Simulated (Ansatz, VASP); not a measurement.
**Cu2O: VASP beside Ansatz**

File POSCAR:

```
Cu2O
1.0
    4.2029193737      0.0000000000      0.0000000000
    0.0000000000      4.2029193737      0.0000000000
    0.0000000000      0.0000000000      4.2029193737
Cu O
4 2
Direct
    0.2500000000      0.2500000000      0.2500000000
    0.2500000000      0.7500000000      0.7500000000
    0.7500000000      0.7500000000      0.2500000000
    0.7500000000      0.2500000000      0.7500000000
    0.0000000000      0.0000000000      0.0000000000
    0.5000000000      0.5000000000      0.5000000000
```

Contents of INCAR.step1:

```
SYSTEM = Cu2O
PREC = Accurate ; ENCUT = 660
ISMEAR = 0 ; SIGMA = 0.02
LREAL = .False. ; LASPH = .True.
NELM = 120 ; NBANDS = 37
GGA = PE ; ALGO = Normal
EDIFF = 1E-5 ; LWAVE = .True.
LCHARG = .False. ; GGA_COMPAT = .False.
```

INCAR.step2

```
SYSTEM = Cu2O
PREC = Accurate ; ENCUT = 660
EDIFF = 1E-6 ; ISMEAR = 0
SIGMA = 0.02 ; LREAL = .False.
LASPH = .True. ; NELM = 120
ALGO = Normal ; ISIF = 2
LWAVE = .False. ; LCHARG = .False.
METAGGA = R2SCAN ; LMIXTAU = .True.
NBANDS = 37 ; ISTART = 1
GGA_COMPAT = .False.
```

File KPOINTS:

```
Automatic mesh
0
Gamma
  6 6 6
  0 0 0
```

Input for Ansatz:

```yaml
crystal:
  lattice:
    - [4.2029193737, 0.0, 0.0]
    - [0.0, 4.2029193737, 0.0]
    - [0.0, 0.0, 4.2029193737]
  atoms:
    - { symbol: Cu, position: [0.25, 0.25, 0.25] }
    - { symbol: Cu, position: [0.25, 0.75, 0.75] }
    - { symbol: Cu, position: [0.75, 0.75, 0.25] }
    - { symbol: Cu, position: [0.75, 0.25, 0.75] }
    - { symbol: O, position: [0.0, 0.0, 0.0] }
    - { symbol: O, position: [0.5, 0.5, 0.5] }
basis:
  ecutwfc: 500
kpoints:
  mp_grid: { grid: [6, 6, 6] }
hamiltonian:
  xc: r2scan
scf:
  occupations: { method: gaussian, width: 0.02 }
output:
  forces: true
  stress: true
  eigenvalues: true
```

Alike in both runs: task single point; functional r2SCAN; k mesh 6 × 6 × 6; occupations gaussian, width 0.02 eV; no spin polarisation.

```csv
,VASP,Ansatz
version,VASP 6.6.1,Ansatz 0.2.0
potentials or method,"VASP PAW PBE potentials, release 64 (Cu, O), cutoff 660 eV","scalar-relativistic, plane waves, PAW"
valence electrons in the cell,56,88
```

```tsv
	VASP	Ansatz	Ansatz less VASP
gap on the k mesh at the Fermi level (eV)	0.86	0.87	+0.005
least direct gap on the mesh (eV)	0.86	0.87	+0.005
pressure (GPa)	5.2	4.2	-1.01
```

VASP's potentials were made for PBE, not for r2SCAN. The functional is the same, so the differences come from potentials, cutoffs and numerics. VASP's potentials hold 56 valence electrons a cell and Ansatz's 88, so a difference there can come from the potentials and not from the codes.
